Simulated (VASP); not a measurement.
## Na2BrCl: single point with LDA

The system is Na2BrCl.

```
Na Br Cl
1.0
     1.98886    1.14827    6.49835
    -1.98886    1.14827    6.49835
     0.00000   -2.29654    6.49835
Na Br Cl
2 1 1
Direct
  0.25451 0.25451 0.25451
  0.74549 0.74549 0.74549
  0.50000 0.50000 0.50000
  0.00000 0.00000 0.00000
```

```json
{
 "Program": "VASP 6.6.1",
 "Task": "single point",
 "Functional": "LDA",
 "Potentials or basis": "VASP PAW LDA potentials, release 64 (Na_pv, Br, Cl)",
 "Cutoff": "520 eV",
 "k mesh": "9 × 9 × 9",
 "Occupations": "gaussian, width 0.02 eV",
 "Spin": "no spin polarisation"
}
```

```json
{"Pressure": "0.0 GPa", "Band gap on the k mesh": "4.17 eV, direct"}
```

Levels at points of the mesh, in eV from the valence-band top:
```tsv
k point	band 11	band 12	band 13	band 14	band 15	band 16	band 17	band 18
(0.00, 0.00, 0.00)	-1.05	-0.37	0.00	0.00	4.17	6.15	9.78	9.78
```

Run time: 5.6 min on 1 thread of AMD EPYC 7R43 64-Core Processor (Zen 3) (shared host), peak memory 0.36 GiB.

A k mesh can miss the band edges. Expect the measured gap to be larger: semilocal functionals such as LDA lack the derivative discontinuity.
